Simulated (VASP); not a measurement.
# LiF (I4/mmm) in VASP: a series of runs

Runs on LiF. Level: PBE. Tasks: single point.

Everything below comes from runs of VASP 6.6.1. Logs are shortened: lines on timing, memory, paths and dates and some standing lists are left out, and cuts for length are marked.

## Step 1: The cell of the first run

The structure is tetragonal, space group I4/mmm (No. 139). Conventional cell: a = 2.962 Å, b = 2.962 Å, c = 4.028 Å, α = 90.00°, β = 90.00°, γ = 90.00°. Within 2.7 Å of Li (site symmetry 4/mmm) lie 6 F at 2.01 to 2.09 Å. F (site symmetry 4/mmm) has 6 Li at 2.01 to 2.09 Å within 2.7 Å.

## Step 2: Single point, PBE (strain +0.040 along x and y, +0.000 along z)

Input file INCAR:

```
SYSTEM = LiF
PREC = Accurate ; ENCUT = 520
EDIFF = 1E-6 ; ISMEAR = 0
SIGMA = 0.05 ; LREAL = .FALSE.
LASPH = .TRUE. ; NELM = 80
ALGO = Normal ; ISIF = 2
LWAVE = .FALSE. ; LCHARG = .TRUE.
GGA = PE ; LELF = .TRUE.
LVHAR = .TRUE. ; NBANDS = 12
```

Input file KPOINTS:

```
regular mesh
0
G
  10 10 10
  0 0 0
```

Input file POSCAR:

```
LiF
1.0
    0.0000000000      2.0945600000      2.0140000000
    2.0945600000      0.0000000000      2.0140000000
    2.0945600000      2.0945600000      0.0000000000
Li F
1 1
Direct
    0.0000000000      0.0000000000      0.0000000000
    0.5000000000      0.5000000000      0.5000000000
```

Potentials or basis: VASP PAW PBE potentials, release 64 (Li_sv, F).

Run with:

```
> cat potpaw_PBE.64/Li_sv/POTCAR potpaw_PBE.64/F/POTCAR > POTCAR
> mpirun -np 1 vasp_std > vasp.out
```

OUTCAR:

```text
SYSTEM = LiF
   PREC = Accurate
   ENCUT = 520
   EDIFF = 1E-6
   ISMEAR = 0
   LREAL = .FALSE.
   LASPH = .TRUE.
   NELM = 80
   ISIF = 2
   GGA = PE

 ion  position               nearest neighbor table
   1  0.000  0.000  0.000-   2 2.01   2 2.01   2 2.09   2 2.09   2 2.09   2 2.09
   2  0.500  0.500  0.500-   1 2.01   1 2.01   1 2.09   1 2.09   1 2.09   1 2.09

  LATTYP: Found a body centered tetragonal cell.
 ALAT       =     2.9621551592
 C/A-ratio  =     1.3598207331

  Lattice vectors:

 A1 = (   0.0000000000,  -2.0945600000,  -2.0140000000)
 A2 = (   0.0000000000,   2.0945600000,  -2.0140000000)
 A3 = (   2.0945600000,   0.0000000000,   2.0140000000)

Analysis of symmetry for initial positions (statically):
=====================================================================
 Subroutine PRICEL returns:
 Original cell was already a primitive cell.

 Routine SETGRP: Setting up the symmetry group for a
 body centered tetragonal supercell.

 Subroutine GETGRP returns: Found 16 space group operations
 (whereof 16 operations were pure point group operations)
 out of a pool of 16 trial point group operations.

The static configuration has the point symmetry D_4h.

Analysis of symmetry for dynamics (positions and initial velocities):
=====================================================================
 Subroutine PRICEL returns:
 Original cell was already a primitive cell.

 Routine SETGRP: Setting up the symmetry group for a
 body centered tetragonal supercell.

 Subroutine GETGRP returns: Found 16 space group operations
 (whereof 16 operations were pure point group operations)
 out of a pool of 16 trial point group operations.

The dynamic configuration has the point symmetry D_4h.

 Subroutine INISYM returns: Found 16 space group operations
 (whereof 16 operations are pure point group operations),
 and found     1 'primitive' translations

----------------------------------------------------------------------------------------

                                     Primitive cell

  volume of cell :      17.6716

  direct lattice vectors                    reciprocal lattice vectors
     0.000000000  2.094560000  2.014000000    -0.238713620  0.238713620  0.248262165
     2.094560000  0.000000000  2.014000000     0.238713620 -0.238713620  0.248262165
     2.094560000  2.094560000  0.000000000     0.238713620  0.238713620 -0.248262165

  length of vectors
     2.905749059  2.905749059  2.962155159     0.419049505  0.419049505  0.419049505

  position of ions in fractional coordinates (direct lattice)
     0.000000000  0.000000000  0.000000000
     0.500000000  0.500000000  0.500000000
[... 83 lines left out ...]
   ISIF   =      2    stress and relaxation
   ISYM   =      2    0-nonsym 1-usesym 2-fastsym
   POTIM  = 0.5000    time-step for ionic-motion
   TEBEG  =    0.0;   TEEND  =   0.0 temperature during run
   PSTRESS=    0.0 pullay stress
   NELECT =      10.0000    total number of electrons
   NUPDOWN=      -1.0000    fix difference up-down
   EMIN   =  10.00;   EMAX   =-10.00  energy-range for DOS
   EFERMI =   0.00;   METHOD = LEGACY
   ISMEAR =     0;   SIGMA  =   0.05  broadening in eV -4-tet -1-fermi 0-gaus
   EFERMI_NEDOS =   21; number of points for ismear=-14 and -15
   IALGO  =     38    algorithm
   IMIX   =      4    mixing-type and parameters
     AMIX     =   0.40;   BMIX     =  1.00
     AMIX_MAG =   1.60;   BMIX_MAG =  1.00
  volume/ion in A,a.u.               =       8.84        59.63
  Fermi-wavevector in a.u.,A,eV,Ry     =   1.354097  2.558872 24.947356  1.833579
  Thomas-Fermi vector in A             =   2.481297
   LORBIT       =      0    0 simple, 1 ext, 2 COOP (PROOUT), +10 PAW based schemes
   GGA     = PE    functional components
   LHFCALC =     F    Hartree Fock is set to
   AEXX    =    0.0000 exact exchange contribution
   IVDW    =     0    specifies the selected vdW correction
   LEPSILON=     F    determine dielectric tensor
   LRPA    =     F    only Hartree local field effects (RPA)
 non-spin polarized calculation
 Gauss-broadening in eV      SIGMA  =   0.05
  energy-cutoff  :      520.00
  volume of cell :       17.67
 maximum number of plane-waves:       499
 NGX is ok and might be reduce to    24
   NGX = 11   NGY = 11   NGZ = 11

 number of electron      10.0000011 magnetization

 Free energy of the ion-electron system (eV)
  ---------------------------------------------------
  ext. energy  EPLUGINS =         0.00000000
  ---------------------------------------------------
  free energy    TOTEN  =        -9.63022342 eV

  energy without entropy =       -9.63022342  energy(sigma->0) =       -9.63022342

 E-fermi :  -1.1965     XC(G=0):  -9.6038

 val. band max:       -1.4407538097   @ k =   0.0000   0.0000   0.0000
 cond. band min:       6.9492641169   @ k =   0.0000   0.0000   0.0000
 fundamental gap:      8.3900179267
 Fermi energy:        -1.1965452918

 k-point     1 :       0.0000    0.0000    0.0000
  band No.  band energies     occupation
      1     -42.5769      2.00000
      2     -21.2402      2.00000
      3      -1.5382      2.00000
      4      -1.4408      2.00000
      5      -1.4408      2.00000
      6       6.9493      0.00000
      7      21.2094      0.00000
      8      21.2095      0.00000
      9      22.0008      0.00000
     10      22.0008      0.00000
     11      22.0562      0.00000
     12      22.3129      0.00000
[... 331 lines left out ...]
 k-point    24 :       0.4000    0.3000    0.0000
  band No.  band energies     occupation
      1     -42.5307      2.00000
      2     -20.7757      2.00000
      3      -3.5406      2.00000
      4      -2.2806      2.00000
      5      -2.1942      2.00000
      6      11.1234      0.00000
      7      14.5725      0.00000
      8      16.4847      0.00000
      9      17.4787      0.00000
     10      18.5342      0.00000
     11      30.9975      0.00000
     12      31.7158      0.00000

 [... further k-points ...]
[... 5 lines left out ...]
  --------------------------------------------------------------------------------------
  -------------------------------------------------------------------------------------
  Total       -0.4287970     -0.4287970     -0.2170674      0.0000000     -0.0000000     -0.0000000
  in kB      -38.8765095    -38.8765095    -19.6802288      0.0000000     -0.0000000     -0.0000000
  external PRESSURE =     -32.4777493 kB  Pullay stress =       0.0000000 kB

 VOLUME and BASIS-vectors are now :
 -----------------------------------------------------------------------------
  energy-cutoff  :      520.00
  volume of cell :       17.67
      direct lattice vectors                 reciprocal lattice vectors
     0.000000000  2.094560000  2.014000000    -0.238713620  0.238713620  0.248262165
     2.094560000  0.000000000  2.014000000     0.238713620 -0.238713620  0.248262165
     2.094560000  2.094560000  0.000000000     0.238713620  0.238713620 -0.248262165

 POSITION                                       TOTAL-FORCE (eV/Angst)
 -----------------------------------------------------------------------------------
      0.00000      0.00000      0.00000         0.000000      0.000000     -0.000000
      2.09456      2.09456      2.01400        -0.000000     -0.000000      0.000000
 -----------------------------------------------------------------------------------
    total drift:                               -0.000000     -0.000000      0.000000

  FREE ENERGIE OF THE ION-ELECTRON SYSTEM (eV)
  ---------------------------------------------------
  free  energy   TOTEN  =        -9.6302234228 eV

  energy  without entropy=       -9.6302234228  energy(sigma->0) =       -9.63022342
```

OSZICAR:

```text
N       E                     dE             d eps       ncg     rms          rms(c)
DAV:   1     0.308004010873E+02    0.30800E+02   -0.54016E+03  2568   0.847E+02
DAV:   2    -0.907263255062E+01   -0.39873E+02   -0.38982E+02  2952   0.184E+02
DAV:   3    -0.101375647930E+02   -0.10649E+01   -0.10625E+01  3268   0.265E+01
DAV:   4    -0.101486603502E+02   -0.11096E-01   -0.11095E-01  2796   0.283E+00
DAV:   5    -0.101488152217E+02   -0.15487E-03   -0.15487E-03  3200   0.251E-01    0.457E+00
DAV:   6    -0.961848712487E+01    0.53033E+00   -0.26614E+00  2744   0.988E+00    0.145E+00
DAV:   7    -0.962278972635E+01   -0.43026E-02   -0.18340E-02  3164   0.117E+00    0.881E-01
DAV:   8    -0.963010697073E+01   -0.73172E-02   -0.16824E-02  3052   0.134E+00    0.121E-01
DAV:   9    -0.963012104127E+01   -0.14071E-04   -0.10404E-03  2884   0.285E-01    0.460E-02
DAV:  10    -0.963021845030E+01   -0.97409E-04   -0.16550E-04  2764   0.963E-02    0.149E-02
DAV:  11    -0.963022297318E+01   -0.45229E-05   -0.60356E-06  3176   0.237E-02    0.153E-03
DAV:  12    -0.963022342276E+01   -0.44958E-06   -0.62430E-07  2768   0.691E-03
   1 F= -.96302234E+01 E0= -.96302234E+01  d E =-.261155E-14
```

stdout:

```text
POSCAR found type information on POSCAR LiF
 POSCAR found :  2 types and       2 ions
 scaLAPACK will be used
 LDA part: xc-table for (Slater+PW92), standard interpolation
 POSCAR, INCAR and KPOINTS ok, starting setup
 FFT: planning ... GRIDC
 FFT: planning ... GRID_SOFT
 FFT: planning ... GRID
 WAVECAR not read
 entering main loop
```

It took 8.3 s on 1 thread of Intel Xeon Platinum 8559C (Emerald Rapids), shared host; peak memory 0.14 GiB.

What came out:

* Free energy: -9.6302 eV
* Band gap on the k mesh: 8.39 eV, direct

Caveat: the cell differs from its parent crystal (strain +0.040 along x and y, +0.000 along z); the cutoff is under 1.25 times the usual one of these potentials, so pressure, stress and relaxed cells hold a basis-set (Pulay) error.

## Step 3: Single point, PBE (strain +0.040 along x and y, +0.080 along z)

Input file INCAR:

```
PREC = Accurate
ENCUT = 520
EDIFF = 1E-6
ISMEAR = 0
SIGMA = 0.05
LREAL = F
LASPH = T
NELM = 80
ALGO = Normal
ISIF = 2
LWAVE = F
LCHARG = F
GGA = PE
NBANDS = 12
```

Input file KPOINTS:

```
Automatic mesh
0
Gamma
  10 10 10
```

Input file POSCAR:

```
LiF
1.0
    0.0000000000      2.0945600000      2.1751200000
    2.0945600000      0.0000000000      2.1751200000
    2.0945600000      2.0945600000      0.0000000000
Li F
1 1
Direct
    0.0000000000      0.0000000000      0.0000000000
    0.5000000000      0.5000000000      0.5000000000
```

Potentials or basis: VASP PAW PBE potentials, release 64 (Li_sv, F).

Run with:

```
> cat potpaw_PBE.64/Li_sv/POTCAR potpaw_PBE.64/F/POTCAR > POTCAR
> mpirun -np 1 vasp_std > vasp.out
```

Wall time 7.9 s (1 thread of Intel Xeon Platinum 8559C (Emerald Rapids), shared host); peak memory 0.14 GiB.

It converged, with:

```
Free energy            : -9.5890 eV
Band gap on the k mesh : 7.79 eV, direct
```

Levels at points of the mesh, in eV from the valence-band top:
| k point | band 3 | band 4 | band 5 | band 6 | band 7 | band 8 |
| --- | --- | --- | --- | --- | --- | --- |
| (0.00, 0.00, 0.00) | -0.07 | -0.07 | 0.00 | 7.79 | 21.46 | 22.18 |
| (0.50, 0.00, 0.00) | -2.13 | -0.26 | -0.20 | 9.95 | 14.94 | 17.33 |
| (0.50, 0.50, 0.00) | -2.46 | -0.78 | -0.78 | 12.99 | 15.55 | 15.99 |
| (0.50, 0.00, 0.50) | -2.45 | -0.97 | -0.77 | 13.60 | 15.54 | 15.66 |

Caveat: the cell differs from its parent crystal (strain +0.040 along x and y, +0.080 along z); the cutoff is under 1.25 times the usual one of these potentials, so pressure, stress and relaxed cells hold a basis-set (Pulay) error. A k mesh can miss the band edges.

## Step 4: Single point, PBE (strain +0.080 along x and y, +0.040 along z)

Input file INCAR:

```
SYSTEM = LiF
PREC     = Accurate       ! precision mode
ENCUT    = 520            ! plane-wave cutoff, eV
EDIFF    = 1E-7           ! SCF threshold, eV
ISMEAR   = 0              ! smearing method
SIGMA    = 0.05           ! smearing width, eV
LREAL    = .False.        ! projectors in reciprocal space
LASPH    = .True.         ! aspherical terms in the spheres
NELM     = 60             ! most SCF steps
ALGO     = Normal         ! electronic algorithm
ISIF     = 2              ! what is computed and relaxed
LWAVE    = .False.        ! write WAVECAR
LCHARG   = .False.        ! write CHGCAR
GGA      = PE             ! functional
NBANDS   = 12             ! bands
```

Input file KPOINTS:

```
regular mesh
0
Gamma
  10 10 10
  0 0 0
```

Input file POSCAR:

```
LiF
1.0
    0.0000000000      2.1751200000      2.0945600000
    2.1751200000      0.0000000000      2.0945600000
    2.1751200000      2.1751200000      0.0000000000
Li F
1 1
Direct
    0.0000000000      0.0000000000      0.0000000000
    0.5000000000      0.5000000000      0.5000000000
```

Potentials or basis: VASP PAW PBE potentials, release 64 (Li_sv, F).

Run with:

```
> cat potpaw_PBE.64/Li_sv/POTCAR potpaw_PBE.64/F/POTCAR > POTCAR
> mpirun -np 1 vasp_std > vasp.out
```

OUTCAR:

```text
SYSTEM = LiF
   PREC = Accurate
   ENCUT = 520
   EDIFF = 1E-7
   ISMEAR = 0
   LREAL = .False.
   LASPH = .True.
   NELM = 60
   ISIF = 2
   GGA = PE

 ion  position               nearest neighbor table
   1  0.000  0.000  0.000-   2 2.09   2 2.09   2 2.18   2 2.18   2 2.18   2 2.18
   2  0.500  0.500  0.500-   1 2.09   1 2.09   1 2.18   1 2.18   1 2.18   1 2.18

  LATTYP: Found a body centered tetragonal cell.
 ALAT       =     3.0760842038
 C/A-ratio  =     1.3618352823

  Lattice vectors:

 A1 = (   0.0000000000,  -2.1751200000,  -2.0945600000)
 A2 = (   0.0000000000,   2.1751200000,  -2.0945600000)
[... 541 lines left out ...]
     10      16.8197      0.00000
     11      27.9607      0.00000
     12      29.2588      0.00000

 [... further k-points ...]
[... 5 lines left out ...]
  --------------------------------------------------------------------------------------
  -------------------------------------------------------------------------------------
  Total       -1.0231890     -1.0231890     -0.9708244      0.0000000     -0.0000000      0.0000000
  in kB      -82.7136547    -82.7136547    -78.4805493      0.0000000     -0.0000000      0.0000000
  external PRESSURE =     -81.3026196 kB  Pullay stress =       0.0000000 kB

 VOLUME and BASIS-vectors are now :
 -----------------------------------------------------------------------------
  energy-cutoff  :      520.00
  volume of cell :       19.82
      direct lattice vectors                 reciprocal lattice vectors
     0.000000000  2.175120000  2.094560000    -0.229872375  0.229872375  0.238713620
     2.175120000  0.000000000  2.094560000     0.229872375 -0.229872375  0.238713620
     2.175120000  2.175120000  0.000000000     0.229872375  0.229872375 -0.238713620

 POSITION                                       TOTAL-FORCE (eV/Angst)
 -----------------------------------------------------------------------------------
      0.00000      0.00000      0.00000        -0.000000     -0.000000      0.000000
      2.17512      2.17512      2.09456         0.000000      0.000000      0.000000
 -----------------------------------------------------------------------------------
    total drift:                               -0.000000     -0.000000      0.000000

  FREE ENERGIE OF THE ION-ELECTRON SYSTEM (eV)
  ---------------------------------------------------
  free  energy   TOTEN  =        -9.5563681052 eV

  energy  without entropy=       -9.5563681052  energy(sigma->0) =       -9.55636811
```

stdout:

```text
POSCAR found type information on POSCAR LiF
 POSCAR found :  2 types and       2 ions
 scaLAPACK will be used
 LDA part: xc-table for (Slater+PW92), standard interpolation
 POSCAR, INCAR and KPOINTS ok, starting setup
 FFT: planning ... GRIDC
 FFT: planning ... GRID_SOFT
 FFT: planning ... GRID
 WAVECAR not read
 entering main loop
```

Run time: 8.9 s. Hardware: 1 thread of Intel Xeon Platinum 8559C (Emerald Rapids), shared host; peak memory 0.15 GiB.

Results:

| Quantity | Value |
| --- | --- |
| Free energy | -9.5564 eV |
| Band gap on the k mesh | 7.54 eV, direct |

Levels at points of the mesh, in eV from the valence-band top:
```tsv
k point	band 3	band 4	band 5	band 6	band 7	band 8
(0.00, 0.00, 0.00)	-0.09	0.00	0.00	7.54	21.26	21.26
(0.50, 0.00, 0.00)	-2.01	-0.22	-0.17	9.78	14.56	17.06
(0.50, 0.50, 0.00)	-2.29	-0.83	-0.83	13.51	15.21	15.33
(0.50, 0.00, 0.50)	-2.30	-0.85	-0.65	12.90	15.19	15.68
```

Caveat: the cell differs from its parent crystal (strain +0.080 along x and y, +0.040 along z); the cutoff is under 1.25 times the usual one of these potentials, so pressure, stress and relaxed cells hold a basis-set (Pulay) error. A k mesh can miss the band edges.

## Step 5: Overview

| cell | gap on the mesh (eV) |
| --- | --- |
| a = 2.906, b = 2.906, c = 2.962 Å, angles 59.4, 59.4, 61.3°, 2 atoms | 8.39 |
| a = 3.020, b = 3.020, c = 2.962 Å, angles 60.6, 60.6, 58.7°, 2 atoms | 7.79 |
| a = 3.020, b = 3.020, c = 3.076 Å, angles 59.4, 59.4, 61.2°, 2 atoms | 7.54 |

Alike in all rows: task single point; level PBE; potentials or basis VASP PAW PBE potentials, release 64 (Li_sv, F); no spin polarisation; k mesh 10 × 10 × 10; cutoff (eV) 520; smearing gaussian 0.05 eV.

Caveats: the cutoff is under 1.25 times the usual one of these potentials, so pressure, stress and relaxed cells hold a basis-set (Pulay) error.

Total energies depend on the potentials used, so only differences within one code and one set of settings carry meaning.
